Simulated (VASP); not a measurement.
Runs of VASP 6.6.1 on MgO. The structure is that of space group Fm-3m (No. 225), or close to it. The cells are those of the table. 

```tsv
level	cell	smearing	gap on the mesh (eV)	pressure (GPa)
PBE	a = 2.942 Å, angles 60.7°, 2 atoms	fermi-dirac 0.02 eV	4.85	7.6
r2SCAN	a = 2.887, b = 2.887, c = 2.799 Å, angles 61.0, 61.0, 58.0°, 2 atoms	gaussian 0.01 eV	(a)	26.5
r2SCAN	a = 2.942 Å, angles 60.7°, 2 atoms	gaussian 0.01 eV	5.74	(b)
PBE	a = 2.887, b = 2.887, c = 2.799 Å, angles 61.0, 61.0, 58.0°, 2 atoms	fermi-dirac 0.02 eV	5.96	(c)
```

Alike in all rows: task single point; potentials or basis VASP PAW PBE potentials, release 64 (Mg, O); no spin polarisation; k mesh 10 × 10 × 10; cutoff (eV) 520.

**Question.** Fill in the values left out.

**Answer.** (a) 6.88; (b) 1.5; (c) 33.1.

Caveats: the PAW data sets were made with another functional, which shifts forces and pressure a little (some runs).

